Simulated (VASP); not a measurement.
# Sr: single point with PBEsol

Crystal: Sr.

```
Sr
1.0
    -2.32918    2.32918    2.32918
     2.32918   -2.32918    2.32918
     2.32918    2.32918   -2.32918
Sr
1
Cartesian
  0.0000 0.0000 0.0000
```

```
Program                : VASP 6.6.1
Task                   : single point
Functional             : PBEsol
Potentials or basis    : VASP PAW PBE potentials, release 64 (Sr_sv)
Cutoff                 : 520 eV
k mesh                 : 12 × 12 × 12
Occupations            : gaussian, width 0.1 eV
Spin                   : no spin polarisation
Dipole correction      : no
Further INCAR settings : ALGO = Normal; EDIFF = 1e-06; NBANDS = 11
```

```
Pressure               : 0.1 GPa
Band gap on the k mesh : zero (band 5 reaches 2.16 eV, above the bottom of band 6 at 1.54 eV)
```

Levels at points of the mesh, in eV from the Fermi level:
```csv
k point,band 2,band 3,band 4,band 5,band 6,band 7,band 8,band 9
"(0.00, 0.00, 0.00)",-18.24,-18.24,-18.24,-3.77,2.47,2.47,2.47,3.91
"(0.50, 0.00, 0.00)",-18.51,-18.33,-18.24,-1.06,0.37,1.21,3.75,4.47
"(0.50, 0.50, 0.50)",-18.43,-18.43,-18.43,-0.24,-0.24,3.97,3.97,3.97
```

Wall time 54 s on 1 thread of AMD EPYC 7R43 64-Core Processor (Zen 3) (shared host), peak memory 0.15 GiB.

Caveat: the PAW data sets were made with another functional, which shifts forces and pressure a little.
